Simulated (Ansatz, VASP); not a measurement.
**Rh in VASP and in Ansatz**

The input POSCAR:

```
Rh
1.0
    0.0000000000      1.9015500000      1.9490887500
    1.9015500000      0.0000000000      1.9490887500
    1.9015500000      1.9015500000      0.0000000000
Rh
1
Direct
    0.0000000000      0.0000000000      0.0000000000
```

The input INCAR.step1:

```
SYSTEM = Rh
  PREC = Accurate
  ENCUT = 520
  ISMEAR = 0
  SIGMA = 0.15
  LREAL = .False.
  LASPH = .True.
  NELM = 100
  NBANDS = 14
  GGA = PE
  ALGO = Normal
  EDIFF = 1E-4
  LWAVE = .True.
  LCHARG = .False.
```

The input INCAR.step2:

```
SYSTEM = Rh
  PREC = Accurate
  ENCUT = 520
  EDIFF = 1E-6
  ISMEAR = 0
  SIGMA = 0.15
  LREAL = .False.
  LASPH = .True.
  NELM = 100
  ALGO = Normal
  ISIF = 2
  LWAVE = .False.
  LCHARG = .False.
  METAGGA = R2SCAN
  LMIXTAU = .True.
  NBANDS = 14
  ISTART = 1
```

The input KPOINTS:

```
regular mesh
0
Gamma
  22 22 22
  0 0 0
```

Input for Ansatz:

```yaml
crystal:
  lattice:
    - [0.0, 1.90155, 1.94908875]
    - [1.90155, 0.0, 1.94908875]
    - [1.90155, 1.90155, 0.0]
  atoms:
    - { symbol: Rh, position: [0.0, 0.0, 0.0] }
basis:
  ecutwfc: 500
kpoints:
  mp_grid: { grid: [22, 22, 22] }
hamiltonian:
  xc: r2scan
scf:
  occupations: { method: gaussian, width: 0.15 }
output:
  forces: true
  stress: true
  eigenvalues: true
  write_density: true
  write_potential: true
  elf: true
  volumetric_format: npy
```

Change from the starting cell: strain +0.000 along x and y, +0.025 along z, atoms carried along.

Alike in both runs: task single point; functional r2SCAN; k mesh 22 × 22 × 22; occupations gaussian, width 0.15 eV; no spin polarisation.

```csv
,VASP,Ansatz
version,VASP 6.6.1,Ansatz 0.2.0
potentials or method,"VASP PAW PBE potentials, release 64 (Rh_pv), cutoff 520 eV","scalar-relativistic, plane waves, PAW"
valence electrons in the cell,15,17
```

|  | VASP | Ansatz | Ansatz less VASP |
| --- | --- | --- | --- |
| gap on the k mesh at the Fermi level (eV) | none | none | - |
| pressure (GPa) | -5.8 | -7.0 | -1.22 |
| traceless stress, the component that is largest in VASP (GPa) | -3.81 | -3.79 | +0.021 |

VASP's potentials were made for PBE, not for r2SCAN. A gap of «none» marks a metal or a gap that the smearing closes. VASP's potentials hold 15 valence electrons a cell and Ansatz's 17, so a difference there can come from the potentials and not from the codes.
